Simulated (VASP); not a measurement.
Write the native input for VASP 6.6.1 that does the following.

```yaml
Task: single point
Functional: PBEsol
Potentials_or_basis: VASP PAW PBE potentials, release 64 (Ga_d, In_d, As)
Cutoff: 400 eV
k_mesh: 6 × 6 × 1
Occupations: fermi-dirac, width 0.05 eV
Spin: no spin polarisation
Dipole_correction: no
Further_INCAR_settings: ALGO = Normal; EDIFF = 1e-06; NBANDS = 66
```

The structure of InGa2As3 (an interface model) lies in POSCAR:

```
InGa2As3
1.0
    3.0436690000      3.0436690000      0.0000000000
   -3.0436690000      3.0436690000      0.0000000000
    0.0000000000      0.0000000000     16.7663310000
Ga In As
4 2 6
Direct
    0.0000000000      0.0000000000      0.0000000000
    0.0000000000      0.0000000000      0.3184650000
    0.5000000000      0.5000000000      0.1592330000
    0.5000000000      0.5000000000      0.4776980000
    0.0000000000      0.0000000000      0.6369310000
    0.5000000000      0.5000000000      0.8184650000
    0.5000000000      0.0000000000      0.0796160000
    0.5000000000      0.0000000000      0.3980820000
    0.5000000000      0.0000000000      0.7276980000
    0.0000000000      0.5000000000      0.2388490000
    0.0000000000      0.5000000000      0.5573150000
    0.0000000000      0.5000000000      0.9092330000
```

One way to write it, as run:

INCAR

```
PREC     = Accurate       # precision mode
ENCUT    = 400            # plane-wave cutoff, eV
EDIFF    = 1E-6           # SCF threshold, eV
ISMEAR   = -1             # smearing method
SIGMA    = 0.05           # smearing width, eV
LREAL    = False          # projectors in reciprocal space
LASPH    = True           # aspherical terms in the spheres
NELM     = 120            # most SCF steps
ALGO     = Normal         # electronic algorithm
ISIF     = 2              # what is computed and relaxed
LWAVE    = False          # write WAVECAR
LCHARG   = False          # write CHGCAR
GGA      = PS             # functional
NBANDS   = 66             # bands
GGA_COMPAT= False
```

KPOINTS

```
Automatic mesh
0
Gamma
  6 6 1
```

Potentials or basis: VASP PAW PBE potentials, release 64 (Ga_d, In_d, As).

Run with:

```console
$ cat potpaw_PBE.64/Ga_d/POTCAR potpaw_PBE.64/In_d/POTCAR potpaw_PBE.64/As/POTCAR > POTCAR
$ mpirun -np 1 vasp_std > vasp.out
```

It gave:

```yaml
Pressure: -2.9 GPa
Largest_force: 1.129 eV/Å
Band_gap_on_the_k_mesh: 0.30 eV
```

Caveat: semilocal functionals underestimate gaps, and a narrow one can read as zero; the PAW data sets were made with another functional, which shifts forces and pressure a little; spin-orbit coupling is left out, which moves the levels of the heavy elements.

Wall time 6.5 min on 1 thread of Oxide Virtual Turin-like Processor, on a shared host, peak memory 0.36 GiB.
